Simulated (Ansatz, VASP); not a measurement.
## One calculation of K3SrAg3, two programs

```
CELL_PARAMETERS angstrom
7.45696 0.00000 0.00000
0.00000 7.45696 0.00000
0.00000 0.00000 7.45696
ATOMIC_POSITIONS crystal
K 0.00000 0.50000 0.50000
K 0.50000 0.50000 0.00000
K 0.50000 0.00000 0.50000
Sr 0.50000 0.50000 0.50000
Ag 0.00000 0.50000 0.00000
Ag 0.50000 0.00000 0.00000
Ag 0.00000 0.00000 0.50000
```

Change from the starting cell: species swapped into the Ce3GaBr3 type (Pm-3m, No. 221).

Alike in both runs: functional PBE; k mesh 6 × 6 × 6; occupations gaussian, width 0.01 eV; no spin polarisation.

Ansatz relaxed the structure, and its values are those at the end. VASP's run is a single point on that final structure, the one shown.

|  | VASP | Ansatz |
| --- | --- | --- |
| version | VASP 6.6.1 | Ansatz 0.2.0 |
| potentials or method | VASP PAW PBE potentials, release 64 (K_sv, Sr_sv, Ag), cutoff 520 eV | scalar-relativistic, plane waves, PAW |
| valence electrons in the cell | 70 | 94 |

|  | VASP | Ansatz | Ansatz less VASP |
| --- | --- | --- | --- |
| gap on the k mesh at the Fermi level (eV) | 0.21 | 0.21 | -0.001 |
| least direct gap on the mesh (eV) | 0.76 | 0.77 | +0.003 |
| pressure (GPa) | 0.0 | 0.0 | +0.01 |

With one functional, cell and mesh, what is left measures potentials, basis and numerics. VASP's potentials hold 70 valence electrons a cell and Ansatz's 94, so a difference there can come from the potentials and not from the codes.
